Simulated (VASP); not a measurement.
# As (R-3m) in VASP: settings compared, part 2 of 2

VASP 6.6.1. The steps go on from the part before.

**3. Single point, PBE**

INCAR

```
PREC = Accurate
ENCUT = 500
EDIFF = 1E-6
ISMEAR = 0
SIGMA = 0.1
LREAL = False
LASPH = True
NELM = 120
ALGO = Normal
ISIF = 2
LWAVE = False
LCHARG = False
GGA = PE
NBANDS = 12
ISYM = 0
GGA_COMPAT = False
```

KPOINTS

```
Automatic mesh
0
Gamma
  2 4 7
  0 0 0.5
```

POSCAR

```
As
1.0
    1.8797494575      1.0852738553      3.4857700000
   -1.8797494575      1.0852738553      3.4857700000
    0.0000000000     -2.1705477106      3.4857700000
As
2
Direct
    0.2275400000      0.2275400000      0.2275400000
    0.7724600000      0.7724600000      0.7724600000
```

Potentials or basis: VASP PAW PBE potentials, release 64 (As).

Started as:

```bash
> cat potpaw_PBE.64/As/POTCAR > POTCAR
> mpirun -np 1 vasp_std > vasp.out
```

Run time: 18 s. Hardware: 1 thread of Intel Xeon Platinum 8375C at 2.90GHz (Ice Lake), shared host; peak memory 0.16 GiB.

The run converged. Its results:

```yaml
Free_energy: -9.2807 eV
Pressure: 4.1 GPa
Largest_force: 0.191 eV/Å
Band_gap_on_the_k_mesh: 0.05 eV, direct
```

Forces in eV/Å, atoms in the order of the input:
```
As   0.026  0.027  0.187
As  -0.026 -0.027 -0.187
```

Stress tensor (GPa, compression positive):
```
5.10 1.24 1.45
1.24 1.69 1.39
1.45 1.39 5.46
```

Levels at points of the mesh, in eV from the valence-band top:
```tsv
k point	band 1	band 2	band 3	band 4	band 5	band 6	band 7	band 8	band 9	band 10
(0.00, 0.00, 0.50)	-11.96	-10.81	-2.42	-2.38	0.00	0.05	0.63	1.61	9.40	9.57
(0.50, 0.00, 0.50)	-11.94	-9.32	-5.73	-3.93	-3.80	1.85	5.86	7.19	7.72	10.94
(0.00, 0.50, 0.50)	-11.94	-9.32	-5.73	-3.93	-3.80	1.85	5.86	7.19	7.72	10.93
(0.50, 0.50, 0.50)	-13.37	-9.76	-1.38	-1.37	-0.21	1.04	1.05	2.16	8.47	10.81
```

Caveat: the k points lie up to 1.01 Å⁻¹ apart.

**4. Single point, PBE**

This run uses another cell than the first one, of 19.24 Å³/atom, 0.902 times its volume.

INCAR

```
SYSTEM = As
PREC = Accurate
ENCUT = 500
EDIFF = 1E-6
ISMEAR = 0
SIGMA = 0.1
LREAL = .FALSE.
LASPH = .TRUE.
NELM = 120
ALGO = Normal
ISIF = 2
LWAVE = .FALSE.
LCHARG = .FALSE.
GGA = PE
NBANDS = 12
GGA_COMPAT = .FALSE.
```

KPOINTS

```
regular mesh
0
G
  6 6 6
  0 0 0
```

POSCAR

```
As
1.0
    1.8162215065      1.0485959757      3.3679650315
   -1.8162215065      1.0485959757      3.3679650315
    0.0000000000     -2.0971919514      3.3679650315
As
2
Direct
    0.2275400000      0.2275400000      0.2275400000
    0.7724600000      0.7724600000      0.7724600000
```

Started as:

```bash
> cat potpaw_PBE.64/As/POTCAR > POTCAR
> mpirun -np 1 vasp_std > vasp.out
```

Run time: 19 s. Hardware: 1 thread of Intel Xeon Platinum 8375C at 2.90GHz (Ice Lake), shared host; peak memory 0.16 GiB.

Results (log left out):

| Quantity | Value |
| --- | --- |
| Free energy | -9.1307 eV |
| Pressure | 14.3 GPa |
| Largest force | 1.032 eV/Å |
| Band gap on the k mesh | zero (band 5 reaches 7.10 eV, above the bottom of band 6 at 6.49 eV) |

Forces in eV/Å, atoms in the order of the input:
```
As   0.000  0.000  1.032
As   0.000  0.000 -1.032
```

Stress tensor (GPa, compression positive):
```
15.69  0.00  0.00
 0.00 15.69  0.00
 0.00  0.00 11.67
```

Levels at points of the mesh, in eV from the Fermi level:
```tsv
k point	band 2	band 3	band 4	band 5	band 6	band 7	band 8	band 9
(0.00, 0.00, 0.00)	-5.39	-3.10	-2.42	-2.42	1.60	2.95	2.95	6.54
(0.50, 0.00, 0.00)	-11.93	-3.31	-3.23	-0.48	-0.47	-0.11	0.98	9.00
(0.50, 0.50, 0.00)	-10.22	-6.84	-5.05	-4.86	0.92	5.95	7.22	8.12
(0.50, 0.50, 0.50)	-10.90	-2.14	-2.14	-0.47	0.39	0.39	1.98	8.13
```

Caveat: forces of over 1 eV/Å act on the atoms, so gaps and moduli don't describe the material at rest.

**5. Single point, LDA**

INCAR

```
SYSTEM = As
PREC     = Accurate       ! precision mode
ENCUT    = 500            ! plane-wave cutoff, eV
EDIFF    = 1E-6           ! SCF threshold, eV
ISMEAR   = 0              ! smearing method
SIGMA    = 0.1            ! smearing width, eV
LREAL    = .FALSE.        ! projectors in reciprocal space
LASPH    = .TRUE.         ! aspherical terms in the spheres
NELM     = 120            ! most SCF steps
ALGO     = Normal         ! electronic algorithm
ISIF     = 2              ! what is computed and relaxed
LWAVE    = .FALSE.        ! write WAVECAR
LCHARG   = .FALSE.        ! write CHGCAR
NBANDS   = 12             ! bands
GGA_COMPAT= .FALSE.
```

KPOINTS

```
Automatic mesh
0
G
  6 6 6
  0 0 0
```

POSCAR

```
As
1.0
    1.8797494575      1.0852738553      3.4857700000
   -1.8797494575      1.0852738553      3.4857700000
    0.0000000000     -2.1705477106      3.4857700000
As
2
Direct
    0.2275400000      0.2275400000      0.2275400000
    0.7724600000      0.7724600000      0.7724600000
```

Potentials or basis: VASP PAW LDA potentials, release 64 (As).

Started as:

```bash
> cat potpaw_LDA.64/As/POTCAR > POTCAR
> mpirun -np 1 vasp_std > vasp.out
```

OUTCAR:

```text
SYSTEM = As
   PREC = Accurate
   ENCUT = 500
   EDIFF = 1E-6
   ISMEAR = 0
   LREAL = .FALSE.
   LASPH = .TRUE.
   NELM = 120
   ISIF = 2

 ion  position               nearest neighbor table
   1  0.228  0.228  0.228-   2 2.52   2 2.52   2 2.52
   2  0.772  0.772  0.772-   1 2.52   1 2.52   1 2.52

  LATTYP: Found a trigonal (rhomboedric) cell.
 ALAT       =     4.1063207202
 COS(alpha) =     0.5808936906

  Lattice vectors:

[... 547 lines left out ...]

------------------------ aborting loop because EDIFF is reached ----------------------------------------

  FORCE on cell =-STRESS in cart. coord.  units (eV):
  Direction    XX          YY          ZZ          XY          YZ          ZX
  --------------------------------------------------------------------------------------
  -------------------------------------------------------------------------------------
  Total       -0.1946194     -0.1946194     -0.6066172      0.0000000      0.0000000      0.0000000
  in kB       -7.3081511     -7.3081511    -22.7790702      0.0000000      0.0000000      0.0000000
  external PRESSURE =     -12.4651241 kB  Pullay stress =       0.0000000 kB

 VOLUME and BASIS-vectors are now :
 -----------------------------------------------------------------------------
  energy-cutoff  :      500.00
  volume of cell :       42.67
      direct lattice vectors                 reciprocal lattice vectors
     1.879749457  1.085273855  3.485770000     0.265992895  0.153571070  0.095626887
    -1.879749457  1.085273855  3.485770000    -0.265992895  0.153571070  0.095626887
     0.000000000 -2.170547711  3.485770000     0.000000000 -0.307142139  0.095626887

 POSITION                                       TOTAL-FORCE (eV/Angst)
 -----------------------------------------------------------------------------------
      0.00000      0.00000      2.37946         0.000000     -0.000000      0.019043
      0.00000      0.00000      8.07785         0.000000      0.000000     -0.019043
 -----------------------------------------------------------------------------------
    total drift:                               -0.000000      0.000000     -0.000000

  FREE ENERGIE OF THE ION-ELECTRON SYSTEM (eV)
  ---------------------------------------------------
  free  energy   TOTEN  =       -10.8086167266 eV

  energy  without entropy=      -10.8070468393  energy(sigma->0) =      -10.80783178
```

OSZICAR:

```text
N       E                     dE             d eps       ncg     rms          rms(c)
DAV:   1     0.257186178495E+02    0.25719E+02   -0.41152E+03   768   0.672E+02
DAV:   2    -0.930911512766E+01   -0.35028E+02   -0.33421E+02  1024   0.111E+02
DAV:   3    -0.108461813174E+02   -0.15371E+01   -0.15328E+01   964   0.233E+01
DAV:   4    -0.108532240892E+02   -0.70428E-02   -0.70422E-02   860   0.186E+00
DAV:   5    -0.108532424819E+02   -0.18393E-04   -0.18392E-04   984   0.101E-01    0.358E+00
DAV:   6    -0.108239069918E+02    0.29335E-01   -0.73445E-03   860   0.457E-01    0.211E+00
DAV:   7    -0.108086184791E+02    0.15289E-01   -0.14578E-02   868   0.661E-01    0.672E-02
DAV:   8    -0.108086135405E+02    0.49387E-05   -0.30883E-04   892   0.109E-01    0.162E-02
DAV:   9    -0.108086169770E+02   -0.34366E-05   -0.11267E-05   940   0.195E-02    0.746E-03
DAV:  10    -0.108086167266E+02    0.25043E-06   -0.11897E-06   596   0.562E-03
   1 F= -.10808617E+02 E0= -.10807832E+02  d E =-.156989E-02
```

Run time: 17 s. Hardware: 1 thread of Intel Xeon Platinum 8375C at 2.90GHz (Ice Lake), shared host; peak memory 0.15 GiB.

What came out:

```yaml
Free_energy: -10.8086 eV
Pressure: -1.2 GPa
Largest_force: 0.019 eV/Å
Band_gap_on_the_k_mesh: zero (band 5 reaches 5.53 eV, above the bottom of band 6 at 5.17 eV)
```

Forces in eV/Å, atoms in the order of the input:
```
As   0.000  0.000  0.019
As   0.000  0.000 -0.019
```

Stress tensor (GPa, compression positive):
```
-0.73  0.00  0.00
 0.00 -0.73  0.00
 0.00  0.00 -2.28
```

**6. Summary**

```tsv
task	level	potentials or basis	cell	k mesh	smearing	gap on the mesh (eV)	pressure (GPa)	largest force (eV/Å)
relaxation of cell and atoms	PBE	VASP PAW PBE potentials, release 64 (As)	relaxed from a = 4.106 Å, angles 54.5°, 2 atoms	3 × 3 × 3	tetrahedron	1.60	-0.1	0.03
single point	PBE	VASP PAW PBE potentials, release 64 (As)	a = 4.106 Å, angles 54.5°, 2 atoms	2 × 4 × 7, shifted	gaussian 0.1 eV	0.05	4.1	0.19
single point	PBE	VASP PAW PBE potentials, release 64 (As)	a = 3.968 Å, angles 54.5°, 2 atoms	6 × 6 × 6	gaussian 0.1 eV	none	14.3	1.03
single point	LDA	VASP PAW LDA potentials, release 64 (As)	a = 4.106 Å, angles 54.5°, 2 atoms	6 × 6 × 6	gaussian 0.1 eV	none	-1.2	0.02
```

Alike in all rows: no spin polarisation; cutoff (eV) 500.

Caveats: some runs use coarse meshes; the relaxation stopped at a loose force limit of 0.05 eV/Å, so its end isn't a converged minimum (some runs); forces of over 1 eV/Å act on the atoms, so gaps and moduli don't describe the material at rest (some runs).

Total energies depend on the potentials used, so only differences within one code and one set of settings carry meaning.
